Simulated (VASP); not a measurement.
# TePbI6 (P4/mmm) in VASP: further runs

The runs below take TePbI6 through single point, with PBEsol, r2SCAN+rVV10.

All numbers are computed with VASP 6.6.1; they aren't measurements. Logs are shortened: lines on timing, memory, paths and dates and some standing lists are left out, and cuts for length are marked.

## Step 1: The cell of the first run

It takes space group P4/mmm (No. 123, tetragonal). The conventional cell has a = 4.572 Å, b = 4.572 Å, c = 13.298 Å, α = 90.00°, β = 90.00°, γ = 90.00°. Within 4.3 Å of Te (site symmetry 4/mmm) lie 12 I at 3.23 to 4.23 Å. Within 4.3 Å of Pb (site symmetry 4/mmm) lie 12 I at 3.23 to 3.85 Å. Within 4.3 Å of I (site symmetry 4/mmm) lie 4 Pb at 3.23 Å and 8 I at 3.85 Å. Within 4.3 Å of I (site symmetry 4/mmm) lie 4 Te at 3.23 Å and 8 I at 4.23 Å. I (site symmetry 2mm) has 8 I at 3.23 to 4.23 Å and 2 Pb at 3.85 Å and 2 Te at 4.23 Å within 4.3 Å.

## Step 2: Single point, PBEsol

INCAR reads:

```
PREC = Accurate
ENCUT = 520
EDIFF = 1E-6
ISMEAR = -1
SIGMA = 0.03
LREAL = False
LASPH = True
NELM = 80
ALGO = Normal
ISIF = 2
LWAVE = False
LCHARG = False
GGA = PS
NBANDS = 41
```

KPOINTS reads:

```
regular mesh
0
Gamma
  4 4 2
```

POSCAR reads:

```
TePbI6
1.0
    4.5722253147      0.0000000000      0.0000000000
    0.0000000000      4.5722253147      0.0000000000
    0.0000000000      0.0000000000     13.2977107118
Te Pb I
1 1 6
Direct
    0.0000000000      0.0000000000      0.5000000000
    0.0000000000      0.0000000000      0.0000000000
    0.5000000000      0.5000000000      0.0000000000
    0.5000000000      0.5000000000      0.5000000000
    0.5000000000      0.0000000000      0.2327143571
    0.5000000000      0.0000000000      0.7672856429
    0.0000000000      0.5000000000      0.2327143571
    0.0000000000      0.5000000000      0.7672856429
```

Potentials or basis: VASP PAW PBE potentials, release 64 (Te, Pb_d, I).

Launch:

```console
$ cat potpaw_PBE.64/Te/POTCAR potpaw_PBE.64/Pb_d/POTCAR potpaw_PBE.64/I/POTCAR > POTCAR
$ mpirun -np 1 vasp_std > vasp.out
```

OUTCAR:

```text
PREC = Accurate
   ENCUT = 520
   EDIFF = 1E-6
   ISMEAR = -1
   LREAL = False
   LASPH = True
   NELM = 80
   ISIF = 2
   GGA = PS

 ion  position               nearest neighbor table
   1  0.000  0.000  0.500-   4 3.23   4 3.23   4 3.23   4 3.23
   2  0.000  0.000  0.000-   3 3.23   3 3.23   3 3.23   3 3.23   8 3.85   5 3.85   7 3.85   8 3.85
                             6 3.85   5 3.85   6 3.85   7 3.85
   3  0.500  0.500  0.000-   2 3.23   2 3.23   2 3.23   2 3.23
   4  0.500  0.500  0.500-   1 3.23   1 3.23   1 3.23   1 3.23
   5  0.500  0.000  0.233-   7 3.23   7 3.23   7 3.23   7 3.23   2 3.85   2 3.85
   6  0.500  0.000  0.767-   8 3.23   8 3.23   8 3.23   8 3.23   2 3.85   2 3.85
   7  0.000  0.500  0.233-   5 3.23   5 3.23   5 3.23   5 3.23   2 3.85   2 3.85
   8  0.000  0.500  0.767-   6 3.23   6 3.23   6 3.23   6 3.23   2 3.85   2 3.85

  LATTYP: Found a simple tetragonal cell.
 ALAT       =     4.5722253147
 C/A-ratio  =     2.9083673259

  Lattice vectors:

 A1 = (   4.5722253147,   0.0000000000,   0.0000000000)
 A2 = (   0.0000000000,   4.5722253147,   0.0000000000)
 A3 = (   0.0000000000,   0.0000000000,  13.2977107118)

Analysis of symmetry for initial positions (statically):
=====================================================================
 Subroutine PRICEL returns:
 Original cell was already a primitive cell.

 Routine SETGRP: Setting up the symmetry group for a
 simple tetragonal supercell.

 Subroutine GETGRP returns: Found 16 space group operations
 (whereof 16 operations were pure point group operations)
 out of a pool of 16 trial point group operations.

The static configuration has the point symmetry D_4h.

Analysis of symmetry for dynamics (positions and initial velocities):
=====================================================================
 Subroutine PRICEL returns:
 Original cell was already a primitive cell.

 Routine SETGRP: Setting up the symmetry group for a
 simple tetragonal supercell.

 Subroutine GETGRP returns: Found 16 space group operations
 (whereof 16 operations were pure point group operations)
 out of a pool of 16 trial point group operations.

The dynamic configuration has the point symmetry D_4h.

 Subroutine INISYM returns: Found 16 space group operations
 (whereof 16 operations are pure point group operations),
 and found     1 'primitive' translations

----------------------------------------------------------------------------------------

                                     Primitive cell

  volume of cell :     277.9919

  direct lattice vectors                    reciprocal lattice vectors
     4.572225315  0.000000000  0.000000000     0.218711881  0.000000000  0.000000000
     0.000000000  4.572225315  0.000000000     0.000000000  0.218711881  0.000000000
     0.000000000  0.000000000 13.297710712     0.000000000  0.000000000  0.075200914

  length of vectors
     4.572225315  4.572225315 13.297710712     0.218711881  0.218711881  0.075200914

  position of ions in fractional coordinates (direct lattice)
     0.000000000  0.000000000  0.500000000
     0.000000000  0.000000000  0.000000000
     0.500000000  0.500000000  0.000000000
     0.500000000  0.500000000  0.500000000
     0.500000000  0.000000000  0.232714357
     0.500000000  0.000000000  0.767285643
     0.000000000  0.500000000  0.232714357
     0.000000000  0.500000000  0.767285643

  ion indices of the primitive-cell ions
   primitive index   ion index
                 1           1
                 2           2
                 3           3
                 4           4
                 5           5
                 6           6
                 7           7
                 8           8

----------------------------------------------------------------------------------------

 KPOINTS: regular mesh

Automatic generation of k-mesh.
 Grid dimensions read from file:
 generate k-points for:    4    4    2

 Generating k-lattice:

  Cartesian coordinates                     Fractional coordinates (reciprocal lattice)
     0.054677970  0.000000000  0.000000000     0.250000000  0.000000000  0.000000000
     0.000000000  0.054677970  0.000000000     0.000000000  0.250000000  0.000000000
     0.000000000  0.000000000  0.037600457     0.000000000  0.000000000  0.500000000

  Length of vectors
     0.054677970  0.054677970  0.037600457

  Shift w.r.t. Gamma in fractional coordinates (k-lattice)
     0.000000000  0.000000000  0.000000000

 Subroutine IBZKPT returns following result:
 ===========================================

 Found     12 irreducible k-points:

 Following reciprocal coordinates:
            Coordinates               Weight
  0.000000  0.000000  0.000000      1.000000
  0.250000  0.000000  0.000000      4.000000
  0.500000  0.000000  0.000000      2.000000
  0.250000  0.250000  0.000000      4.000000
  0.500000  0.250000  0.000000      4.000000
  0.500000  0.500000  0.000000      1.000000
  0.000000  0.000000  0.500000      1.000000
  0.250000  0.000000  0.500000      4.000000
  0.500000  0.000000  0.500000      2.000000
  0.250000  0.250000  0.500000      4.000000
  0.500000  0.250000  0.500000      4.000000
  0.500000  0.500000  0.500000      1.000000
   k-points           NKPTS =     12   k-points in BZ     NKDIM =     12   number of bands    NBANDS=     41
   number of dos      NEDOS =    301   number of ions     NIONS =      8
   total plane-waves  NPLWV = 129600
   dimension x,y,z NGX =    36 NGY =   36 NGZ =  100
   dimension x,y,z NGXF=    72 NGYF=   72 NGZF=  200
   ions per type =               1   1   6
   NGX,Y,Z   is equivalent  to a cutoff of  13.09, 13.09, 12.50 a.u.
   NGXF,Y,Z  is equivalent  to a cutoff of  26.18, 26.18, 25.00 a.u.
 SYSTEM =  unknown system
   PREC   = accura    normal or accurate (medium, high low for compatibility)
   ISTART =      0    job   : 0-new  1-cont  2-samecut
   ICHARG =      2    charge: 1-file 2-atom 10-const
   ISPIN  =      1    spin polarized calculation?
   LNONCOLLINEAR =      F non collinear calculations
   LSORBIT =      F    spin-orbit coupling
   LASPH  =      T    aspherical Exc in radial PAW
   ENCUT  =  520.0 eV  38.22 Ry    6.18 a.u.   8.50  8.50 24.72*2*pi/ulx,y,z
   NELM   =     80;   NELMIN=  2; NELMDL= -5     # of ELM steps
   EDIFF  = 0.1E-05   stopping-criterion for ELM
   LREAL  =      F    real-space projection
   EDIFFG = 0.1E-04   stopping-criterion for IOM
   NSW    =      0    number of steps for IOM
   IBRION =     -1    ionic relax: 0-MD 1-quasi-New 2-CG
   NFREE  =      0    steps in history (QN), initial steepest desc. (CG)
   ISIF   =      2    stress and relaxation
   ISYM   =      2    0-nonsym 1-usesym 2-fastsym
   POTIM  = 0.5000    time-step for ionic-motion
   TEBEG  =    0.0;   TEEND  =   0.0 temperature during run
   PSTRESS=    0.0 pullay stress
   NELECT =      62.0000    total number of electrons
   NUPDOWN=      -1.0000    fix difference up-down
   EMIN   =  10.00;   EMAX   =-10.00  energy-range for DOS
   EFERMI =   0.00;   METHOD = LEGACY
   ISMEAR =    -1;   SIGMA  =   0.03  broadening in eV -4-tet -1-fermi 0-gaus
   EFERMI_NEDOS =   21; number of points for ismear=-14 and -15
   IALGO  =     38    algorithm
   IMIX   =      4    mixing-type and parameters
     AMIX     =   0.40;   BMIX     =  1.00
     AMIX_MAG =   1.60;   BMIX_MAG =  1.00
  volume/ion in A,a.u.               =      34.75       234.50
  Fermi-wavevector in a.u.,A,eV,Ry     =   0.992799  1.876118 13.410582  0.985650
  Thomas-Fermi vector in A             =   2.124636
   LORBIT       =      0    0 simple, 1 ext, 2 COOP (PROOUT), +10 PAW based schemes
   GGA     = PS    functional components
   LHFCALC =     F    Hartree Fock is set to
   AEXX    =    0.0000 exact exchange contribution
   IVDW    =     0    specifies the selected vdW correction
   LEPSILON=     F    determine dielectric tensor
   LRPA    =     F    only Hartree local field effects (RPA)
 non-spin polarized calculation
  energy-cutoff  :      520.00
  volume of cell :      277.99
 maximum number of plane-waves:      7532
 NGX is ok and might be reduce to    36
   NGX = 17   NGY = 17   NGZ = 49

 number of electron      62.0000012 magnetization

 Free energy of the ion-electron system (eV)
  ---------------------------------------------------
  ext. energy  EPLUGINS =         0.00000000
  ---------------------------------------------------
  free energy    TOTEN  =       -17.53951793 eV

  energy without entropy =      -17.49384145  energy(sigma->0) =      -17.51667969

 E-fermi :   5.4137     XC(G=0):  -9.2622

 val. band max:        5.3966813188   @ k =   0.5000   0.2500   0.0000
 cond. band min:       5.4252052681   @ k =   0.5000   0.2500   0.5000
 fundamental gap:      0.0285239494
 Fermi energy:         5.4136524192

 k-point     1 :       0.0000    0.0000    0.0000
  band No.  band energies     occupation
      1     -12.7176      2.00000
      2     -12.6815      2.00000
      3     -12.6814      2.00000
      4     -12.6755      2.00000
      5     -12.6755      2.00000
      6      -8.9584      2.00000
[... 33 lines left out ...]
     40       9.4915      0.00000
     41       9.9236      0.00000

 k-point     2 :       0.2500    0.0000    0.0000
  band No.  band energies     occupation
      1     -12.7086      2.00000
      2     -12.6891      2.00000
      3     -12.6792      2.00000
      4     -12.6752      2.00000
      5     -12.6738      2.00000
      6      -8.6563      2.00000
[... 33 lines left out ...]
     40      10.3155      0.00000
     41      10.3316      0.00000

 k-point     3 :       0.5000    0.0000    0.0000
  band No.  band energies     occupation
      1     -12.7011      2.00000
      2     -12.6968      2.00000
      3     -12.6829      2.00000
      4     -12.6750      2.00000
      5     -12.6644      2.00000
      6      -8.1000      2.00000
[... 347 lines left out ...]
      2     -12.6943      2.00000
      3     -12.6823      2.00000
      4     -12.6783      2.00000
      5     -12.6587      2.00000
      6      -7.8991      2.00000
[... 33 lines left out ...]
     40      10.6671      0.00000
     41      10.8081      0.00000

 k-point    12 :       0.5000    0.5000    0.5000
  band No.  band energies     occupation
      1     -12.7396      2.00000
      2     -12.6889      2.00000
      3     -12.6816      2.00000
      4     -12.6816      2.00000
      5     -12.6513      2.00000
      6      -7.6354      2.00000
[... 33 lines left out ...]
     40      10.5865      0.00000
     41      10.7293      0.00000

------------------------ aborting loop because EDIFF is reached ----------------------------------------

  FORCE on cell =-STRESS in cart. coord.  units (eV):
  Direction    XX          YY          ZZ          XY          YZ          ZX
  --------------------------------------------------------------------------------------
  -------------------------------------------------------------------------------------
  Total       -0.0358420     -0.0358420      0.0028485      0.0000000      0.0000000      0.0000000
  in kB       -0.2065717     -0.2065717      0.0164173      0.0000000      0.0000000      0.0000000
  external PRESSURE =      -0.1322421 kB  Pullay stress =       0.0000000 kB

 VOLUME and BASIS-vectors are now :
 -----------------------------------------------------------------------------
  energy-cutoff  :      520.00
  volume of cell :      277.99
      direct lattice vectors                 reciprocal lattice vectors
     4.572225315  0.000000000  0.000000000     0.218711881  0.000000000  0.000000000
     0.000000000  4.572225315  0.000000000     0.000000000  0.218711881  0.000000000
     0.000000000  0.000000000 13.297710712     0.000000000  0.000000000  0.075200914

 POSITION                                       TOTAL-FORCE (eV/Angst)
 -----------------------------------------------------------------------------------
      0.00000      0.00000      6.64886        -0.000000     -0.000000      0.000000
      0.00000      0.00000      0.00000        -0.000000     -0.000000      0.000000
      2.28611      2.28611      0.00000        -0.000000     -0.000000      0.000000
      2.28611      2.28611      6.64886        -0.000000     -0.000000      0.000000
      2.28611      0.00000      3.09457         0.000000      0.000000     -0.000347
      2.28611      0.00000     10.20314        -0.000000      0.000000      0.000347
      0.00000      2.28611      3.09457        -0.000000     -0.000000     -0.000347
      0.00000      2.28611     10.20314        -0.000000     -0.000000      0.000347
 -----------------------------------------------------------------------------------
    total drift:                               -0.000000     -0.000000      0.000000

  FREE ENERGIE OF THE ION-ELECTRON SYSTEM (eV)
  ---------------------------------------------------
  free  energy   TOTEN  =       -17.5395179320 eV

  energy  without entropy=      -17.4938414534  energy(sigma->0) =      -17.51667969
```

It took 83 s on 1 thread of AMD EPYC 9R45 (Zen 5), shared host; peak memory 0.39 GiB.

Results:

| Item | Value |
| --- | --- |
| Free energy | -17.5395 eV |
| Pressure | 0.0 GPa |
| Band gap on the k mesh | zero (bands 31 and 32 overlap by 2.78 eV) |

Levels at points of the mesh, in eV from the Fermi level:
```csv
k point,band 27,band 28,band 29,band 30,band 31,band 32,band 33,band 34
"(0.00, 0.00, 0.00)",-1.26,-0.15,0.36,0.36,0.43,0.43,1.16,1.35
"(0.50, 0.00, 0.00)",-2.18,-2.17,-1.82,-1.64,-1.39,-1.34,-0.99,-0.66
"(0.50, 0.50, 0.00)",-1.80,-0.96,0.49,1.43,1.44,1.44,1.44,2.38
"(0.00, 0.00, 0.50)",-1.29,-0.07,0.38,0.38,0.41,0.41,0.89,1.36
"(0.50, 0.00, 0.50)",-2.30,-2.23,-1.97,-1.87,-1.63,-1.33,-0.86,-0.43
"(0.50, 0.50, 0.50)",-1.99,-0.82,0.26,1.43,1.44,1.44,1.44,2.37
```

Caveat: the PAW data sets were made with another functional, which shifts forces and pressure a little; spin-orbit coupling is left out, which moves the levels of the heavy elements; this functional lacks dispersion, which binds layers or chains, so the pressure and a relaxed spacing across them are unreliable.

## Step 3: Single point, r2SCAN+rVV10

This run uses another cell than the first one, of 36.06 Å³/atom.

POSCAR reads:

```
TePbI6
1.0
    4.6113481204      0.0000000000      0.0000000000
    0.0000000000      4.6113481204      0.0000000000
    0.0000000000      0.0000000000     13.5656194145
Te Pb I
1 1 6
Direct
    0.0000000000      0.0000000000      0.5000000000
    0.0000000000      0.0000000000      0.0000000000
    0.5000000000      0.5000000000      0.0000000000
    0.5000000000      0.5000000000      0.5000000000
    0.5000000000      0.0000000000      0.2324875970
    0.5000000000      0.0000000000      0.7675124030
    0.0000000000      0.5000000000      0.2324875970
    0.0000000000      0.5000000000      0.7675124030
```

INCAR.step1 reads:

```
SYSTEM = TePbI6
PREC = Accurate ; ENCUT = 520
ISMEAR = -1 ; SIGMA = 0.03
LREAL = .FALSE. ; LASPH = .TRUE.
NELM = 80 ; NBANDS = 41
GGA = PE ; ALGO = Normal
EDIFF = 1E-4 ; LWAVE = .TRUE.
LCHARG = .FALSE.
```

INCAR.step2 reads:

```
SYSTEM = TePbI6
PREC = Accurate ; ENCUT = 520
EDIFF = 1E-7 ; ISMEAR = -1
SIGMA = 0.03 ; LREAL = .FALSE.
LASPH = .TRUE. ; NELM = 80
ALGO = Normal ; ISIF = 2
LWAVE = .FALSE. ; LCHARG = .FALSE.
METAGGA = R2SCAN ; LMIXTAU = .TRUE.
LUSE_VDW = .TRUE. ; IVDW_NL = 2
BPARAM = 11.95 ; CPARAM = 0.0093
NBANDS = 41 ; ISTART = 1
```

KPOINTS reads:

```
Automatic mesh
0
G
  6 6 2
  0 0 0
```

Potentials or basis: VASP PAW PBE potentials, release 64 (Te, Pb_d, I).

Launch:

```console
$ cat potpaw_PBE.64/Te/POTCAR potpaw_PBE.64/Pb_d/POTCAR potpaw_PBE.64/I/POTCAR > POTCAR
$ cp INCAR.step1 INCAR
$ mpirun -np 1 vasp_std > vasp.out
$ cp INCAR.step2 INCAR
$ mpirun -np 1 vasp_std > vasp.out
```

Run time: 11 min. Hardware: 1 thread of AMD EPYC 9R45 (Zen 5), shared host; peak memory 0.98 GiB.

Results (log left out):

```
Free energy            : -226.8930 eV
Pressure               : 0.2 GPa
Largest force          : 0.007 eV/Å
Band gap on the k mesh : zero (bands 31 and 32 overlap by 2.38 eV)
```

Forces in eV/Å, atoms in the order of the input:
```
Te   0.000  0.000  0.000
Pb   0.000  0.000  0.000
I    0.000  0.000  0.000
I    0.000  0.000  0.000
I    0.000  0.000  0.007
I    0.000  0.000 -0.007
I    0.000  0.000  0.007
I    0.000  0.000 -0.007
```

Levels at points of the mesh, in eV from the Fermi level:
```tsv
k point	band 29	band 30	band 31	band 32	band 33	band 34
(0.00, 0.00, 0.00)	0.42	0.42	0.47	0.47	1.31	1.80
(0.50, 0.00, 0.00)	-1.75	-1.71	-1.12	-0.94	-0.93	-0.51
(0.50, 0.50, 0.00)	0.63	1.44	1.44	1.50	1.50	2.84
(0.00, 0.00, 0.50)	0.43	0.43	0.46	0.46	1.10	1.80
(0.50, 0.00, 0.50)	-1.95	-1.75	-1.42	-0.93	-0.74	-0.35
(0.50, 0.50, 0.50)	0.45	1.44	1.44	1.50	1.50	2.84
```

Caveat: the PAW data sets were made with another functional, which shifts forces and pressure a little; spin-orbit coupling is left out, which moves the levels of the heavy elements.

The gap in the log of VASP goes by the Fermi energy; the results here count the filled bands.